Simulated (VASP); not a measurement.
The system is Pb.

```
Pb
1.0
     0.00000    2.47502    2.47502
     2.47502    0.00000    2.47502
     2.47502    2.47502    0.00000
Pb
1
Cartesian
  0.0000 0.0000 0.0000
```

* Program: VASP 6.6.1
* Task: relaxation of cell and atoms
* Functional: r2SCAN
* Potentials or basis: VASP PAW PBE potentials, release 64 (Pb_d)
* Cutoff: 600 eV
* k mesh: 9 × 9 × 9
* Occupations: fermi-dirac, width 0.05 eV
* Spin: no spin polarisation

At the start: pressure 1.2 GPa; volume 30.32 Å³/atom.

Question: How do energy, volume and symmetry change on relaxing?

Answer: Over 3 steps the energy falls by 2.6 meV/atom and the volume is 31.06 Å³/atom (+2.4 %); space group Fm-3m (No. 225, to 0.05 Å).

The path:
| step | energy change (eV) | largest force (eV/Å) | pressure (GPa) | volume (Å³) |
| --- | --- | --- | --- | --- |
| 1 | 0.0000 | 0.0000 | 1.18 | 30.32 |
| 2 | -0.0024 | 0.0000 | -0.36 | 31.31 |
| 3 | -0.0026 | 0.0000 | 0.01 | 31.06 |

Final structure:
```
Pb
1.0
     0.00000    2.49498    2.49498
     2.49498    0.00000    2.49498
     2.49498    2.49498    0.00000
Pb
1
Direct
  0.00000 0.00000 0.00000
```

The cell as given is a measured one (30.32 Å³/atom); r2SCAN puts the equilibrium volume +2.4 % from it, thermal expansion not counted.

Caveat: the PAW data sets were made with another functional, which shifts forces and pressure a little.
